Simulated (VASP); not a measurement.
# CuF (Pm-3m) in VASP: a series of runs, part 2 of 2

VASP 6.6.1.

## 5. Single point, PBE

Input file INCAR:

```
ALGO = Normal
EDIFF = 1E-6
ENCUT = 600
GGA = PE
GGA_COMPAT = False
ISIF = 2
ISMEAR = 0
LASPH = True
LCHARG = True
LELF = True
LREAL = False
LVHAR = True
LWAVE = False
NBANDS = 16
NELM = 120
PREC = Accurate
SIGMA = 0.05
```

Input file KPOINTS:

```
k-points
0
Gamma
  6 6 6
```

Input file POSCAR:

```
CuF
1.0
    2.7384616615      0.0000000000      0.0000000000
    0.0000000000      2.7384616615      0.0000000000
    0.0000000000      0.0000000000      2.7384616615
Cu F
1 1
Direct
    0.0000000000      0.0000000000      0.0000000000
    0.5000000000      0.5000000000      0.5000000000
```

Potentials or basis: VASP PAW PBE potentials, release 64 (Cu, F).

On the command line:

```bash
$ cat potpaw_PBE.64/Cu/POTCAR potpaw_PBE.64/F/POTCAR > POTCAR
$ mpirun -np 1 vasp_std > vasp.out
```

OUTCAR:

```text
EDIFF = 1E-6
   ENCUT = 600
   GGA = PE
   ISIF = 2
   ISMEAR = 0
   LASPH = True
   LREAL = False
   NELM = 120
   PREC = Accurate

 ion  position               nearest neighbor table
   1  0.000  0.000  0.000-
   2  0.500  0.500  0.500-

  LATTYP: Found a simple cubic cell.
 ALAT       =     2.7384616615

  Lattice vectors:

 A1 = (   2.7384616615,   0.0000000000,   0.0000000000)
 A2 = (   0.0000000000,   2.7384616615,   0.0000000000)
 A3 = (   0.0000000000,   0.0000000000,   2.7384616615)

Analysis of symmetry for initial positions (statically):
=====================================================================
 Subroutine PRICEL returns:
 Original cell was already a primitive cell.

 Routine SETGRP: Setting up the symmetry group for a
 simple cubic supercell.

 Subroutine GETGRP returns: Found 48 space group operations
[... 9 lines left out ...]

 Routine SETGRP: Setting up the symmetry group for a
 simple cubic supercell.

 Subroutine GETGRP returns: Found 48 space group operations
[... 11 lines left out ...]
                                     Primitive cell

  volume of cell :      20.5362

  direct lattice vectors                    reciprocal lattice vectors
     2.738461662  0.000000000  0.000000000     0.365168523  0.000000000  0.000000000
     0.000000000  2.738461662  0.000000000     0.000000000  0.365168523  0.000000000
     0.000000000  0.000000000  2.738461662     0.000000000  0.000000000  0.365168523

  length of vectors
     2.738461662  2.738461662  2.738461662     0.365168523  0.365168523  0.365168523

  position of ions in fractional coordinates (direct lattice)
[... 8 lines left out ...]
----------------------------------------------------------------------------------------

 KPOINTS: k-points

Automatic generation of k-mesh.
 Grid dimensions read from file:
 generate k-points for:    6    6    6

 Generating k-lattice:

  Cartesian coordinates                     Fractional coordinates (reciprocal lattice)
     0.060861420  0.000000000  0.000000000     0.166666667  0.000000000  0.000000000
     0.000000000  0.060861420  0.000000000     0.000000000  0.166666667  0.000000000
     0.000000000  0.000000000  0.060861420     0.000000000  0.000000000  0.166666667

  Length of vectors
     0.060861420  0.060861420  0.060861420

  Shift w.r.t. Gamma in fractional coordinates (k-lattice)
     0.000000000  0.000000000  0.000000000

 Subroutine IBZKPT returns following result:
 ===========================================

 Found     20 irreducible k-points:

 Following reciprocal coordinates:
            Coordinates               Weight
  0.000000  0.000000  0.000000      1.000000
  0.166667  0.000000  0.000000      6.000000
  0.333333  0.000000  0.000000      6.000000
  0.500000  0.000000  0.000000      3.000000
  0.166667  0.166667  0.000000     12.000000
  0.333333  0.166667  0.000000     24.000000
[... 12 lines left out ...]
  0.500000  0.500000  0.333333      6.000000
  0.500000  0.500000  0.500000      1.000000
   k-points           NKPTS =     20   k-points in BZ     NKDIM =     20   number of bands    NBANDS=     16
   number of dos      NEDOS =    301   number of ions     NIONS =      2
   total plane-waves  NPLWV =  13824
   dimension x,y,z NGX =    24 NGY =   24 NGZ =   24
   dimension x,y,z NGXF=    48 NGYF=   48 NGZF=   48
   ions per type =               1   1
   NGX,Y,Z   is equivalent  to a cutoff of  14.57, 14.57, 14.57 a.u.
   NGXF,Y,Z  is equivalent  to a cutoff of  29.14, 29.14, 29.14 a.u.
 SYSTEM =  unknown system
   PREC   = accura    normal or accurate (medium, high low for compatibility)
   ISTART =      0    job   : 0-new  1-cont  2-samecut
   ICHARG =      2    charge: 1-file 2-atom 10-const
   ISPIN  =      1    spin polarized calculation?
   LNONCOLLINEAR =      F non collinear calculations
   LSORBIT =      F    spin-orbit coupling
   LASPH  =      T    aspherical Exc in radial PAW
   ENCUT  =  600.0 eV  44.10 Ry    6.64 a.u.   5.47  5.47  5.47*2*pi/ulx,y,z
   NELM   =    120;   NELMIN=  2; NELMDL= -5     # of ELM steps
   EDIFF  = 0.1E-05   stopping-criterion for ELM
   LREAL  =      F    real-space projection
   EDIFFG = 0.1E-04   stopping-criterion for IOM
   NSW    =      0    number of steps for IOM
   IBRION =     -1    ionic relax: 0-MD 1-quasi-New 2-CG
   NFREE  =      0    steps in history (QN), initial steepest desc. (CG)
   ISIF   =      2    stress and relaxation
   ISYM   =      2    0-nonsym 1-usesym 2-fastsym
   POTIM  = 0.5000    time-step for ionic-motion
   TEBEG  =    0.0;   TEEND  =   0.0 temperature during run
   PSTRESS=    0.0 pullay stress
   NELECT =      18.0000    total number of electrons
   NUPDOWN=      -1.0000    fix difference up-down
   EMIN   =  10.00;   EMAX   =-10.00  energy-range for DOS
   EFERMI =   0.00;   METHOD = LEGACY
   ISMEAR =     0;   SIGMA  =   0.05  broadening in eV -4-tet -1-fermi 0-gaus
   EFERMI_NEDOS =   21; number of points for ismear=-14 and -15
   IALGO  =     38    algorithm
   IMIX   =      4    mixing-type and parameters
     AMIX     =   0.40;   BMIX     =  1.00
     AMIX_MAG =   1.60;   BMIX_MAG =  1.00
  volume/ion in A,a.u.               =      10.27        69.29
  Fermi-wavevector in a.u.,A,eV,Ry     =   1.566723  2.960678 33.397163  2.454622
  Thomas-Fermi vector in A             =   2.669009
   LORBIT       =      0    0 simple, 1 ext, 2 COOP (PROOUT), +10 PAW based schemes
   GGA     = PE    functional components
   LHFCALC =     F    Hartree Fock is set to
   AEXX    =    0.0000 exact exchange contribution
   IVDW    =     0    specifies the selected vdW correction
   LEPSILON=     F    determine dielectric tensor
   LRPA    =     F    only Hartree local field effects (RPA)
 non-spin polarized calculation
 Gauss-broadening in eV      SIGMA  =   0.05
  energy-cutoff  :      600.00
  volume of cell :       20.54
 maximum number of plane-waves:       700
 NGX is ok and might be reduce to    24
   NGX = 11   NGY = 11   NGZ = 11

 number of electron      17.9999992 magnetization

 Free energy of the ion-electron system (eV)
  ---------------------------------------------------
  ext. energy  EPLUGINS =         0.00000000
  ---------------------------------------------------
  free energy    TOTEN  =        -6.97206588 eV

  energy without entropy =       -6.96959649  energy(sigma->0) =       -6.97083118

 E-fermi :   5.0131     XC(G=0): -11.8705

 val. band max:        5.0079572077   @ k =   0.5000   0.5000   0.3333
 cond. band min:       5.0142217643   @ k =   0.5000   0.5000   0.5000
 fundamental gap:      0.0062645566
 Fermi energy:         5.0131297091

 k-point     1 :       0.0000    0.0000    0.0000
  band No.  band energies     occupation
      1     -19.1080      2.00000
      2       0.5693      2.00000
      3       0.5693      2.00000
      4       0.5693      2.00000
      5       3.0915      2.00000
      6       3.0915      2.00000
[... 8 lines left out ...]
     15      22.1200      0.00000
     16      36.3005      0.00000

 k-point     2 :       0.1667    0.0000    0.0000
  band No.  band energies     occupation
      1     -19.0069      2.00000
      2      -0.7063      2.00000
      3       0.5448      2.00000
      4       0.5448      2.00000
      5       3.1496      2.00000
      6       3.4650      2.00000
[... 8 lines left out ...]
     15      25.1822      0.00000
     16      31.7232      0.00000

 k-point     3 :       0.3333    0.0000    0.0000
  band No.  band energies     occupation
      1     -18.7956      2.00000
      2      -2.2560      2.00000
      3       0.4935      2.00000
      4       0.4935      2.00000
      5       3.2676      2.00000
      6       4.2126      2.00000
[... 8 lines left out ...]
     15      27.7005      0.00000
     16      29.1252      0.00000
[... 286 lines left out ...]
 k-point    19 :       0.5000    0.5000    0.3333
  band No.  band energies     occupation
      1     -18.1699      2.00000
      2      -1.3934      2.00000
      3      -1.3934      2.00000
      4      -0.8931      2.00000
      5       4.5467      2.00000
      6       4.7580      2.00000
[... 8 lines left out ...]
     15      24.0761      0.00000
     16      24.0761      0.00000

 k-point    20 :       0.5000    0.5000    0.5000
  band No.  band energies     occupation
      1     -18.0922      2.00000
      2      -1.3786      2.00000
      3      -1.3786      2.00000
      4      -1.3786      2.00000
      5       4.9791      1.66451
      6       4.9791      1.66451
[... 8 lines left out ...]
     15      23.5366      0.00000
     16      23.5366      0.00000

------------------------ aborting loop because EDIFF is reached ----------------------------------------

  FORCE on cell =-STRESS in cart. coord.  units (eV):
  Direction    XX          YY          ZZ          XY          YZ          ZX
  --------------------------------------------------------------------------------------
  -------------------------------------------------------------------------------------
  Total        0.8222726      0.8222726      0.8222726     -0.0000000      0.0000000      0.0000000
  in kB       64.1514382     64.1514382     64.1514382     -0.0000000      0.0000000      0.0000000
  external PRESSURE =      64.1514382 kB  Pullay stress =       0.0000000 kB

 VOLUME and BASIS-vectors are now :
 -----------------------------------------------------------------------------
  energy-cutoff  :      600.00
  volume of cell :       20.54
      direct lattice vectors                 reciprocal lattice vectors
     2.738461662  0.000000000  0.000000000     0.365168523  0.000000000  0.000000000
     0.000000000  2.738461662  0.000000000     0.000000000  0.365168523  0.000000000
     0.000000000  0.000000000  2.738461662     0.000000000  0.000000000  0.365168523

 POSITION                                       TOTAL-FORCE (eV/Angst)
 -----------------------------------------------------------------------------------
      0.00000      0.00000      0.00000         0.000000      0.000000      0.000000
      1.36923      1.36923      1.36923         0.000000      0.000000      0.000000
 -----------------------------------------------------------------------------------
    total drift:                                0.000000      0.000000     -0.000000

  FREE ENERGIE OF THE ION-ELECTRON SYSTEM (eV)
  ---------------------------------------------------
  free  energy   TOTEN  =        -6.9720658760 eV

  energy  without entropy=       -6.9695964864  energy(sigma->0) =       -6.97083118
```

OSZICAR:

```text
N       E                     dE             d eps       ncg     rms          rms(c)
DAV:   1     0.107905518585E+03    0.10791E+03   -0.10439E+04   704   0.200E+03
DAV:   2    -0.218468563200E+01   -0.11009E+03   -0.98748E+02   704   0.326E+02
DAV:   3    -0.784309945535E+01   -0.56584E+01   -0.55185E+01   752   0.737E+01
DAV:   4    -0.790470446766E+01   -0.61605E-01   -0.61595E-01   712   0.722E+00
DAV:   5    -0.790567951008E+01   -0.97504E-03   -0.97504E-03   848   0.945E-01    0.631E+00
DAV:   6    -0.745599575099E+01    0.44968E+00   -0.39076E+00   848   0.503E+01    0.533E+00
DAV:   7    -0.698431896913E+01    0.47168E+00   -0.12314E+00   760   0.375E+01    0.988E-01
DAV:   8    -0.697637394118E+01    0.79450E-02   -0.69684E-02   656   0.235E+00    0.406E-01
DAV:   9    -0.697212851840E+01    0.42454E-02   -0.51365E-03   912   0.135E+00    0.942E-02
DAV:  10    -0.697210302691E+01    0.25491E-04   -0.97771E-04   744   0.555E-01    0.588E-02
DAV:  11    -0.697209245319E+01    0.10574E-04   -0.14783E-04   952   0.290E-01    0.405E-02
DAV:  12    -0.697206580911E+01    0.26644E-04   -0.69272E-05   768   0.121E-01    0.301E-03
DAV:  13    -0.697206587601E+01   -0.66896E-07   -0.16603E-06   688   0.136E-02
   1 F= -.69720659E+01 E0= -.69708312E+01  d E =-.246939E-02
```

stdout:

```text
POSCAR found type information on POSCAR CuF
 POSCAR found :  2 types and       2 ions
 scaLAPACK will be used
 LDA part: xc-table for (Slater+PW92), standard interpolation
 POSCAR, INCAR and KPOINTS ok, starting setup
 FFT: planning ... GRIDC
 FFT: planning ... GRID_SOFT
 FFT: planning ... GRID
 WAVECAR not read
 entering main loop
```

Run time: 5.6 s. Hardware: 1 thread of AMD EPYC 9R45 (Zen 5), shared host; peak memory 0.11 GiB.

Results:

```yaml
Free_energy: -6.9721 eV
Pressure: 6.4 GPa
Band_gap_on_the_k_mesh: zero (band 9 reaches 5.01 eV, above the bottom of band 10 at 4.65 eV)
```

Caveat: the k points lie up to 0.38 Å⁻¹ apart; semilocal functionals often make such compounds metallic where correlation or magnetic order opens a gap, which also shifts bond lengths.

## 6. Single point, PBE-based global hybrid

POSCAR is that of step 5.

Input file INCAR.step1:

```
SYSTEM = CuF
PREC = Accurate
ENCUT = 610
EDIFF = 1E-5
ISMEAR = -1
SIGMA = 0.02
LREAL = .FALSE.
LASPH = .TRUE.
NELM = 120
ALGO = Normal
ISIF = 2
LWAVE = .TRUE.
LCHARG = .FALSE.
NBANDS = 20
GGA = PE
GGA_COMPAT = .FALSE.
```

Input file INCAR.step2:

```
SYSTEM = CuF
PREC = Accurate
ENCUT = 610
EDIFF = 1E-6
ISMEAR = -1
SIGMA = 0.02
LREAL = .FALSE.
LASPH = .TRUE.
NELM = 120
ALGO = Normal
ISIF = 2
LWAVE = .FALSE.
LCHARG = .FALSE.
GGA = PE
LHFCALC = .TRUE.
AEXX = 0.3
PRECFOCK = Normal
NBANDS = 20
ISTART = 1
GGA_COMPAT = .FALSE.
```

Input file KPOINTS:

```
Automatic mesh
0
G
  4 4 4
  0 0 0
```

Potentials or basis: VASP PAW PBE potentials, release 64 (Cu_sv_GW, F).

On the command line:

```bash
$ cat potpaw_PBE.64/Cu_sv_GW/POTCAR potpaw_PBE.64/F/POTCAR > POTCAR
$ cp INCAR.step1 INCAR
$ mpirun -np 1 vasp_std > vasp.out
$ cp INCAR.step2 INCAR
$ mpirun -np 1 vasp_std > vasp.out
```

It took 12 min on 1 thread of Intel Xeon Platinum 8488C (Sapphire Rapids), shared host; peak memory 0.16 GiB.

It converged, with:

- Free energy: -9.9322 eV
- Pressure: -1.8 GPa
- Band gap on the k mesh: 1.60 eV, indirect (least direct gap 2.25 eV)

Levels at points of the mesh, in eV from the valence-band top:
| k point | band 11 | band 12 | band 13 | band 14 | band 15 | band 16 |
| --- | --- | --- | --- | --- | --- | --- |
| (0.00, 0.00, 0.00) | -0.65 | -0.65 | -0.65 | 1.60 | 19.08 | 19.08 |
| (0.50, 0.00, 0.00) | -0.48 | -0.36 | -0.36 | 7.74 | 8.79 | 20.80 |
| (0.50, 0.50, 0.00) | -1.07 | -1.07 | -0.04 | 8.81 | 12.52 | 12.52 |
| (0.50, 0.50, 0.50) | -0.19 | 0.00 | 0.00 | 10.56 | 10.56 | 10.56 |

Caveat: the k points lie up to 0.57 Å⁻¹ apart; the PAW data sets were made with another functional, which shifts forces and pressure a little.

## 7. The runs side by side

| level | potentials or basis | k mesh | cutoff (eV) | smearing | grid for exact exchange (PRECFOCK) | share of exact exchange | second run | gap on the mesh (eV) | pressure (GPa) |
| --- | --- | --- | --- | --- | --- | --- | --- | --- | --- |
| PBE | VASP PAW PBE potentials, release 64 (Cu, F) | 6 × 6 × 6 | 520 | gaussian 0.001 eV | - | - | - | none | 6.5 |
| PBE-based global hybrid | VASP PAW PBE potentials, release 64 (Cu, F) | 4 × 4 × 4 | 520 | fermi-dirac 0.02 eV | Normal | 0.3 | - | 1.47 | 1.8 |
| PBE | VASP PAW PBE potentials, release 64 (Cu, F) | 6 × 6 × 6 | 600 | fermi-dirac 0.02 eV | - | - | - | none | 6.4 |
| PBE | VASP PAW PBE potentials, release 64 (Cu, F) | 6 × 6 × 6 | 600 | gaussian 0.05 eV | - | - | - | none | 6.4 |
| PBE-based global hybrid | VASP PAW PBE potentials, release 64 (Cu_sv_GW, F) | 4 × 4 × 4 | 610 | fermi-dirac 0.02 eV | Normal | 0.3 | valence_matched | 1.60 | -1.8 |

Alike in all rows: task single point; no spin polarisation; cell as given.

Caveats: all runs use coarse meshes; semilocal functionals often make such compounds metallic where correlation or magnetic order opens a gap, which also shifts bond lengths (some runs); the PAW data sets were made with another functional, which shifts forces and pressure a little (some runs).

Absolute energies hang on the potentials; compare differences alone.
